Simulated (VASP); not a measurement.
Wanted: the native input for a VASP 6.6.1 run.

| Item | Value |
| --- | --- |
| Task | single point |
| Functional | PBE |
| Potentials or basis | VASP PAW PBE potentials, release 64 (Cd_sv_GW, Ir_sv_GW) |
| Cutoff | 630 eV |
| k mesh | 12 × 12 × 8 |
| Occupations | gaussian, width 0.1 eV |
| Spin | no spin polarisation |
| Dipole correction | no |
| Further INCAR settings | ALGO = Normal; EDIFF = 1e-06; NBANDS = 64 |

The structure of CdIr lies in POSCAR:

```
CdIr
1.0
    5.5603679352      0.0000000000      0.0000000000
   -2.7801839676      4.8154198863      0.0000000000
    0.0000000000      0.0000000000      4.5231180248
Cd Ir
3 3
Direct
    0.5000000000      0.0000000000      0.0000000000
    0.5000000000      0.5000000000      0.0000000000
    0.0000000000      0.5000000000      0.0000000000
    0.0000000000      0.0000000000      0.0000000000
    0.3333333333      0.6666666667      0.5000000000
    0.6666666667      0.3333333333      0.5000000000
```

One way to write it, as run:

INCAR

```
SYSTEM = CdIr
  ALGO = Normal
  EDIFF = 1E-6
  ENCUT = 630
  GGA = PE
  GGA_COMPAT = .FALSE.
  ISIF = 2
  ISMEAR = 0
  LASPH = .TRUE.
  LCHARG = .FALSE.
  LREAL = .FALSE.
  LWAVE = .FALSE.
  NBANDS = 64
  NELM = 120
  PREC = Accurate
  SIGMA = 0.1
```

KPOINTS

```
k-points
0
G
  12 12 8
  0 0 0
```

Potentials or basis: VASP PAW PBE potentials, release 64 (Cd_sv_GW, Ir_sv_GW).

The run is started by

```sh
$ cat potpaw_PBE.64/Cd_sv_GW/POTCAR potpaw_PBE.64/Ir_sv_GW/POTCAR > POTCAR
$ mpirun -np 1 vasp_std > vasp.out
```

It gave:

```json
{
 "Pressure": "-0.4 GPa",
 "Band gap on the k mesh": "zero (an odd number of electrons rules out a gap without spin polarisation)"
}
```

Caveat: spin-orbit coupling is left out, which moves the levels of the heavy elements.

Run time: 32 min on 1 thread of Intel(R) Xeon(R) 6975P-C (Granite Rapids), with other jobs on the host, peak memory 0.89 GiB.
